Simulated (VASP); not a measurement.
# K (Im-3m) in VASP: notebook

Runs on K. Level: PBE. Tasks: single point.

Everything below comes from runs of VASP 6.6.1. Logs are shortened: lines on timing, memory, paths and dates and some standing lists are left out, and cuts for length are marked.

## Step 1: The cell of the first run

Symmetry: Im-3m, No. 229, cubic system. The conventional cell has a = 5.452 Å, b = 5.452 Å, c = 5.452 Å, α = 90.00°, β = 90.00°, γ = 90.00°.

## Step 2: Single point, PBE (volume scaled by 1.10)

File INCAR:

```
ALGO = Fast ; EDIFF = 1E-7
ENCUT = 520 ; GGA = PE
ISIF = 2 ; ISMEAR = 0
LASPH = True ; LCHARG = False
LREAL = False ; LWAVE = False
NBANDS = 10 ; NELM = 60
PREC = Accurate ; SIGMA = 0.1
```

File KPOINTS:

```
k-points
0
Gamma
  12 12 12
```

File POSCAR:

```
K
1.0
   -2.7261746416      2.7261746416      2.7261746416
    2.7261746416     -2.7261746416      2.7261746416
    2.7261746416      2.7261746416     -2.7261746416
K
1
Direct
    0.0000000000      0.0000000000      0.0000000000
```

Potentials or basis: VASP PAW PBE potentials, release 64 (K_sv).

Launch:

```console
> cat potpaw_PBE.64/K_sv/POTCAR > POTCAR
> mpirun -np 1 vasp_std > vasp.out
```

OUTCAR:

```text
EDIFF = 1E-7
   ENCUT = 520
   GGA = PE
   ISIF = 2
   ISMEAR = 0
   LASPH = True
   LREAL = False
   NELM = 60
   PREC = Accurate

 ion  position               nearest neighbor table
   1  0.000  0.000  0.000-

  LATTYP: Found a body centered cubic cell.
 ALAT       =     5.4523492832

  Lattice vectors:

 A1 = (  -2.7261746416,   2.7261746416,   2.7261746416)
 A2 = (   2.7261746416,  -2.7261746416,   2.7261746416)
 A3 = (   2.7261746416,   2.7261746416,  -2.7261746416)

Analysis of symmetry for initial positions (statically):
=====================================================================
 Subroutine PRICEL returns:
 Original cell was already a primitive cell.

 Routine SETGRP: Setting up the symmetry group for a
 body centered cubic supercell.

 Subroutine GETGRP returns: Found 48 space group operations
[... 9 lines left out ...]

 Routine SETGRP: Setting up the symmetry group for a
 body centered cubic supercell.

 Subroutine GETGRP returns: Found 48 space group operations
[... 11 lines left out ...]
                                     Primitive cell

  volume of cell :      81.0440

  direct lattice vectors                    reciprocal lattice vectors
    -2.726174642  2.726174642  2.726174642     0.000000000  0.183407179  0.183407179
     2.726174642 -2.726174642  2.726174642     0.183407179  0.000000000  0.183407179
     2.726174642  2.726174642 -2.726174642     0.183407179  0.183407179  0.000000000

  length of vectors
     4.721872990  4.721872990  4.721872990     0.259376920  0.259376920  0.259376920

  position of ions in fractional coordinates (direct lattice)
     0.000000000  0.000000000  0.000000000

  ion indices of the primitive-cell ions
   primitive index   ion index
                 1           1

----------------------------------------------------------------------------------------

 KPOINTS: k-points

Automatic generation of k-mesh.
 Grid dimensions read from file:
 generate k-points for:   12   12   12

 Generating k-lattice:

  Cartesian coordinates                     Fractional coordinates (reciprocal lattice)
     0.000000000  0.015283932  0.015283932     0.083333333  0.000000000  0.000000000
     0.015283932  0.000000000  0.015283932     0.000000000  0.083333333  0.000000000
     0.015283932  0.015283932  0.000000000     0.000000000  0.000000000  0.083333333

[... 50 lines left out ...]
   ISPIN  =      1    spin polarized calculation?
   LNONCOLLINEAR =      F non collinear calculations
   LSORBIT =      F    spin-orbit coupling
   LASPH  =      T    aspherical Exc in radial PAW
   ENCUT  =  520.0 eV  38.22 Ry    6.18 a.u.   8.78  8.78  8.78*2*pi/ulx,y,z
   NELM   =     60;   NELMIN=  2; NELMDL= -5     # of ELM steps
   EDIFF  = 0.1E-06   stopping-criterion for ELM
   LREAL  =      F    real-space projection
   EDIFFG = 0.1E-05   stopping-criterion for IOM
   NSW    =      0    number of steps for IOM
   IBRION =     -1    ionic relax: 0-MD 1-quasi-New 2-CG
   NFREE  =      0    steps in history (QN), initial steepest desc. (CG)
   ISIF   =      2    stress and relaxation
   ISYM   =      2    0-nonsym 1-usesym 2-fastsym
   POTIM  = 0.5000    time-step for ionic-motion
   TEBEG  =    0.0;   TEEND  =   0.0 temperature during run
   PSTRESS=    0.0 pullay stress
   NELECT =       9.0000    total number of electrons
   NUPDOWN=      -1.0000    fix difference up-down
   EMIN   =  10.00;   EMAX   =-10.00  energy-range for DOS
   EFERMI =   0.00;   METHOD = LEGACY
   ISMEAR =     0;   SIGMA  =   0.10  broadening in eV -4-tet -1-fermi 0-gaus
   EFERMI_NEDOS =   21; number of points for ismear=-14 and -15
   IALGO  =     68    algorithm
   IMIX   =      4    mixing-type and parameters
     AMIX     =   0.40;   BMIX     =  1.00
     AMIX_MAG =   1.60;   BMIX_MAG =  1.00
  volume/ion in A,a.u.               =      81.04       546.91
  Fermi-wavevector in a.u.,A,eV,Ry     =   0.786892  1.487011  8.424722  0.619200
  Thomas-Fermi vector in A             =   1.891523
   LORBIT       =      0    0 simple, 1 ext, 2 COOP (PROOUT), +10 PAW based schemes
   GGA     = PE    functional components
   LHFCALC =     F    Hartree Fock is set to
   AEXX    =    0.0000 exact exchange contribution
   IVDW    =     0    specifies the selected vdW correction
   LEPSILON=     F    determine dielectric tensor
   LRPA    =     F    only Hartree local field effects (RPA)
 non-spin polarized calculation
 RMM-DIIS sequential band-by-band and
 Gauss-broadening in eV      SIGMA  =   0.10
  energy-cutoff  :      520.00
  volume of cell :       81.04
 maximum number of plane-waves:      2214
   NGX = 17   NGY = 17   NGZ = 17

 number of electron       8.9999999 magnetization

 Free energy of the ion-electron system (eV)
  ---------------------------------------------------
  ext. energy  EPLUGINS =         0.00000000
  ---------------------------------------------------
  free energy    TOTEN  =        -1.04161362 eV

  energy without entropy =       -1.03655766  energy(sigma->0) =       -1.03908564

 E-fermi :  -0.3308     XC(G=0):  -5.4234

 val. band max:       -0.3528349493   @ k =   0.2500   0.2500   0.0000
 cond. band min:      -0.2891473875   @ k =   0.3333   0.1667   0.0000
 fundamental gap:      0.0636875618
 Fermi energy:        -0.3307980395

 k-point     1 :       0.0000    0.0000    0.0000
  band No.  band energies     occupation
      1     -32.5175      2.00000
      2     -15.9725      2.00000
      3     -15.9725      2.00000
      4     -15.9725      2.00000
      5      -2.3431      2.00000
      6       3.8725      0.00000
      7       3.8725      0.00000
      8       3.8725      0.00000
      9       4.7248      0.00000
     10       4.7248      0.00000
[... 287 lines left out ...]
 k-point    24 :       0.4167    0.0833    0.0833
  band No.  band energies     occupation
      1     -32.5150      2.00000
      2     -16.0165      2.00000
      3     -15.9905      2.00000
      4     -15.9753      2.00000
      5       0.2861      0.00000
      6       0.4102      0.00000
      7       2.4097      0.00000
      8       3.9688      0.00000
      9       5.1430      0.00000
     10       5.2678      0.00000

 [... further k-points ...]
[... 5 lines left out ...]
  --------------------------------------------------------------------------------------
  -------------------------------------------------------------------------------------
  Total       -0.1474396     -0.1474396     -0.1474396      0.0000000      0.0000000      0.0000000
  in kB       -2.9147652     -2.9147652     -2.9147652      0.0000000      0.0000000      0.0000000
  external PRESSURE =      -2.9147652 kB  Pullay stress =       0.0000000 kB

 VOLUME and BASIS-vectors are now :
 -----------------------------------------------------------------------------
  energy-cutoff  :      520.00
  volume of cell :       81.04
      direct lattice vectors                 reciprocal lattice vectors
    -2.726174642  2.726174642  2.726174642     0.000000000  0.183407179  0.183407179
     2.726174642 -2.726174642  2.726174642     0.183407179  0.000000000  0.183407179
     2.726174642  2.726174642 -2.726174642     0.183407179  0.183407179  0.000000000

 POSITION                                       TOTAL-FORCE (eV/Angst)
 -----------------------------------------------------------------------------------
      0.00000      0.00000      0.00000        -0.000000     -0.000000     -0.000000
 -----------------------------------------------------------------------------------
    total drift:                               -0.000000      0.000000      0.000000

  FREE ENERGIE OF THE ION-ELECTRON SYSTEM (eV)
  ---------------------------------------------------
  free  energy   TOTEN  =        -1.0416136199 eV

  energy  without entropy=       -1.0365576584  energy(sigma->0) =       -1.03908564
```

OSZICAR:

```text
N       E                     dE             d eps       ncg     rms          rms(c)
DAV:   1     0.452426932652E+02    0.45243E+02   -0.35673E+03  1440   0.681E+02
DAV:   2     0.577989462925E+00   -0.44665E+02   -0.44105E+02  1550   0.188E+02
DAV:   3    -0.100140456542E+01   -0.15794E+01   -0.15702E+01  2270   0.285E+01
DAV:   4    -0.103930617383E+01   -0.37902E-01   -0.37875E-01  1966   0.383E+00
DAV:   5    -0.104045551075E+01   -0.11493E-02   -0.11492E-02  2216   0.424E-01    0.175E+00
RMM:   6    -0.104095370816E+01   -0.49820E-03   -0.86910E-04  1645   0.202E-01    0.108E+00
RMM:   7    -0.104150478811E+01   -0.55108E-03   -0.22558E-03  1892   0.338E-01    0.509E-02
RMM:   8    -0.104159761071E+01   -0.92823E-04   -0.21842E-04  2260   0.143E-01    0.140E-02
RMM:   9    -0.104161141073E+01   -0.13800E-04   -0.71305E-05  2352   0.503E-02    0.774E-03
RMM:  10    -0.104161277400E+01   -0.13633E-05   -0.14283E-05  2516   0.198E-02    0.532E-03
RMM:  11    -0.104161474825E+01   -0.19742E-05   -0.46270E-06  2273   0.139E-02    0.802E-03
RMM:  12    -0.104161355287E+01    0.11954E-05   -0.24592E-06  2343   0.101E-02    0.511E-04
RMM:  13    -0.104161361993E+01   -0.67053E-07   -0.65185E-07  2217   0.467E-03
   1 F= -.10416136E+01 E0= -.10390856E+01  d E =-.505596E-02
```

stdout:

```text
POSCAR found type information on POSCAR K
 POSCAR found :  1 types and       1 ions
 scaLAPACK will be used
 LDA part: xc-table for (Slater+PW92), standard interpolation
 POSCAR, INCAR and KPOINTS ok, starting setup
 FFT: planning ... GRIDC
 FFT: planning ... GRID_SOFT
 FFT: planning ... GRID
 WAVECAR not read
 entering main loop
WARNING in EDDRMM: call to ZHEGV failed, returncode =   8  4      5
WARNING in EDDRMM: call to ZHEGV failed, returncode =   8  4      6
```

It took 43 s on 1 thread of Intel Xeon Platinum 8259CL at 2.50GHz (Skylake/Cascade Lake), shared host; peak memory 0.22 GiB.

What came out:

| Item | Value |
| --- | --- |
| Free energy | -1.0416 eV |
| Pressure | -0.3 GPa |

Levels at points of the mesh, in eV from the Fermi level:
```tsv
k point	band 1	band 2	band 3	band 4	band 5	band 6	band 7	band 8	band 9
(0.00, 0.00, 0.00)	-32.19	-15.64	-15.64	-15.64	-2.01	4.20	4.20	4.20	5.06
(0.50, 0.00, 0.00)	-32.18	-15.69	-15.66	-15.64	0.45	0.65	3.13	4.66	5.57
(0.50, 0.50, 0.50)	-32.18	-15.68	-15.68	-15.68	1.72	1.72	3.24	3.24	3.24
```

Caveat: the cell differs from its parent crystal (volume scaled by 1.10).

## Step 3: Single point, PBE

This run uses another cell than the first one, of 73.68 Å³/atom, 0.909 times its volume.

File INCAR:

```
SYSTEM = K
ALGO = Normal
EDIFF = 1E-6
ENCUT = 520
GGA = PE
ISIF = 2
ISMEAR = 0
LASPH = .TRUE.
LCHARG = .FALSE.
LREAL = .FALSE.
LWAVE = .FALSE.
NBANDS = 10
NELM = 100
PREC = Accurate
SIGMA = 0.1
```

File KPOINTS:

```
k-points
0
G
  12 12 12
  0 0 0
```

File POSCAR:

```
K
1.0
   -2.6409252701      2.6409252701      2.6409252701
    2.6409252701     -2.6409252701      2.6409252701
    2.6409252701      2.6409252701     -2.6409252701
K
1
Direct
    0.0000000000      0.0000000000      0.0000000000
```

Potentials or basis: VASP PAW PBE potentials, release 64 (K_sv).

Launch:

```console
> cat potpaw_PBE.64/K_sv/POTCAR > POTCAR
> mpirun -np 1 vasp_std > vasp.out
```

Wall time 35 s (1 thread of Oxide Virtual Turin-like, shared host); peak memory 0.18 GiB.

The run converged. Its results:

```yaml
Free_energy: -1.0484 eV
Pressure: 0.0 GPa
```

Levels at points of the mesh, in eV from the Fermi level:
```csv
k point,band 1,band 2,band 3,band 4,band 5,band 6,band 7,band 8
"(0.00, 0.00, 0.00)",-32.12,-15.57,-15.57,-15.57,-2.14,4.30,4.30,4.30
"(0.50, 0.00, 0.00)",-32.12,-15.64,-15.59,-15.57,0.46,0.70,3.18,4.87
"(0.50, 0.50, 0.50)",-32.11,-15.62,-15.62,-15.62,1.69,1.69,3.48,3.48
```

## Step 4: Single point, PBE, collinear spin, ferromagnetic start

This run uses another cell than the first one, of 73.68 Å³/atom, 0.909 times its volume.

File INCAR:

```
SYSTEM = K
ALGO     = Fast           ! electronic algorithm
EDIFF    = 1E-7           ! SCF threshold, eV
ENCUT    = 520            ! plane-wave cutoff, eV
GGA      = PE             ! functional
ISIF     = 2              ! what is computed and relaxed
ISMEAR   = 0              ! smearing method
ISPIN    = 2              ! spin polarisation
LASPH    = .True.         ! aspherical terms in the spheres
LCHARG   = .False.        ! write CHGCAR
LORBIT   = 11             ! projections on sites
LREAL    = .False.        ! projectors in reciprocal space
LWAVE    = .False.        ! write WAVECAR
MAGMOM   = 0.2            ! initial moments
NBANDS   = 14             ! bands
NELM     = 150            ! most SCF steps
PREC     = Accurate       ! precision mode
SIGMA    = 0.1            ! smearing width, eV
```

File KPOINTS:

```
k-points
0
Gamma
  12 12 12
  0 0 0
```

POSCAR is that of step 3.

Launch:

```console
> cat potpaw_PBE.64/K_sv/POTCAR > POTCAR
> mpirun -np 1 vasp_std > vasp.out
```

It took 2.9 min on 1 thread of Oxide Virtual Turin-like, shared host; peak memory 0.27 GiB.

It converged, with:

```
Free energy                                           : -1.0484 eV
Pressure                                              : 0.0 GPa
Net moment                                            : 0.00 μB per cell
Valence electrons inside the program's atomic spheres : K 7.54
```

Levels at points of the mesh, in eV from the Fermi level:
Spin up:
```tsv
k point	band 1	band 2	band 3	band 4	band 5	band 6	band 7	band 8
(0.00, 0.00, 0.00)	-32.12	-15.57	-15.57	-15.57	-2.14	4.30	4.30	4.30
(0.50, 0.00, 0.00)	-32.12	-15.64	-15.59	-15.57	0.46	0.70	3.18	4.87
(0.50, 0.50, 0.50)	-32.11	-15.62	-15.62	-15.62	1.69	1.69	3.48	3.48
```
Spin down:
```csv
k point,band 1,band 2,band 3,band 4,band 5,band 6,band 7,band 8,band 9
"(0.00, 0.00, 0.00)",-32.12,-15.57,-15.57,-15.57,-2.14,4.30,4.30,4.30,5.21
"(0.50, 0.00, 0.00)",-32.12,-15.64,-15.59,-15.57,0.46,0.70,3.18,4.87,5.74
"(0.50, 0.50, 0.50)",-32.11,-15.62,-15.62,-15.62,1.69,1.69,3.48,3.48,3.48
```

## Step 5: The runs side by side

| spin | cell | gap on the mesh (eV) | pressure (GPa) |
| --- | --- | --- | --- |
| off | a = 4.722 Å, angles 109.5°, 1 atom | none | -0.3 |
| off | a = 4.574 Å, angles 109.5°, 1 atom | none | 0.0 |
| collinear, ferromagnetic start | a = 4.574 Å, angles 109.5°, 1 atom | none | 0.0 |

Alike in all rows: task single point; level PBE; potentials or basis VASP PAW PBE potentials, release 64 (K_sv); k mesh 12 × 12 × 12; cutoff (eV) 520; smearing gaussian 0.1 eV.

Total energies depend on the potentials used, so only differences within one code and one set of settings carry meaning.
